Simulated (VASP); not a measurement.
Write the native input for VASP 6.6.1 that does the following.

```yaml
Task: single point
Functional: PBE
Potentials_or_basis: VASP PAW PBE potentials, release 64 (In_d, As)
Cutoff: 500 eV
k_mesh: 6 × 6 × 6
Occupations: fermi-dirac, width 0.05 eV
Spin: no spin polarisation
Dipole_correction: no
Further_INCAR_settings: ALGO = Normal; EDIFF = 1e-06; NBANDS = 16
```

The structure of InAs lies in POSCAR:

```
InAs
1.0
    0.0000000000      2.9875130671      2.9875130671
    2.9875130671      0.0000000000      2.9875130671
    2.9875130671      2.9875130671      0.0000000000
In As
1 1
Direct
    0.0000000000      0.0000000000      0.0000000000
    0.2500000000      0.2500000000      0.2500000000
```

The input as run:

INCAR

```
ALGO = Normal
EDIFF = 1E-6
ENCUT = 500
GGA = PE
GGA_COMPAT = False
ISIF = 2
ISMEAR = -1
LASPH = True
LCHARG = False
LREAL = False
LWAVE = False
NBANDS = 16
NELM = 120
PREC = Accurate
SIGMA = 0.05
```

KPOINTS

```
k-points
0
Gamma
  6 6 6
```

Potentials or basis: VASP PAW PBE potentials, release 64 (In_d, As).

The run is started by

```sh
$ cat potpaw_PBE.64/In_d/POTCAR potpaw_PBE.64/As/POTCAR > POTCAR
$ mpirun -np 1 vasp_std > vasp.out
```

Results of the run:

```
Pressure               : 6.6 GPa
Band gap on the k mesh : zero (filled and empty bands touch)
```

Caveat: the cell stands under pressure; semilocal functionals underestimate gaps, so a narrow gap can read as zero; spin-orbit coupling is left out, which moves the levels of the heavy elements.

Run time: 20 s on 1 thread of Intel Xeon 8259CL, on a shared host, peak memory 0.18 GiB.
